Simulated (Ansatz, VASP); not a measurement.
TaSb in VASP and in Ansatz

```
CELL_PARAMETERS angstrom
3.56879 0.00000 0.00000
-1.78439 3.09066 0.00000
0.00000 0.00000 3.73811
ATOMIC_POSITIONS crystal
Ta 0.66667 0.33333 0.50000
Sb 0.33333 0.66667 0.00000
```

Alike in both runs: task relaxation of cell and atoms; functional PBEsol; k mesh 15 × 15 × 12; occupations gaussian, width 0.1 eV; no spin polarisation.

|  | VASP | Ansatz |
| --- | --- | --- |
| version | VASP 6.6.1 | Ansatz 0.2.0 |
| potentials or method | VASP PAW PBE potentials, release 64 (Ta_pv, Sb), cutoff 600 eV | scalar-relativistic, plane waves, PAW |
| valence electrons in the cell | 16 | 28 |

Ansatz gave:

| Quantity | Value |
| --- | --- |
| gap on the k mesh at the Fermi level, each at its own relaxed structure (eV) | none |
| relaxed volume (Å³/atom) | 20.50 |
| relaxed cell length with the largest relative difference (Å) | 3.774 |

Estimate VASP's values.

gap on the k mesh at the Fermi level, each at its own relaxed structure (eV): none; relaxed volume (Å³/atom): 20.54; relaxed cell length with the largest relative difference (Å): 3.778.

VASP's potentials were made for PBE, not for PBEsol. A gap of «none» marks a metal or a gap that the smearing closes. VASP's potentials hold 16 valence electrons a cell and Ansatz's 28, so a difference there can come from the potentials and not from the codes.

Neither program's run includes spin-orbit coupling.
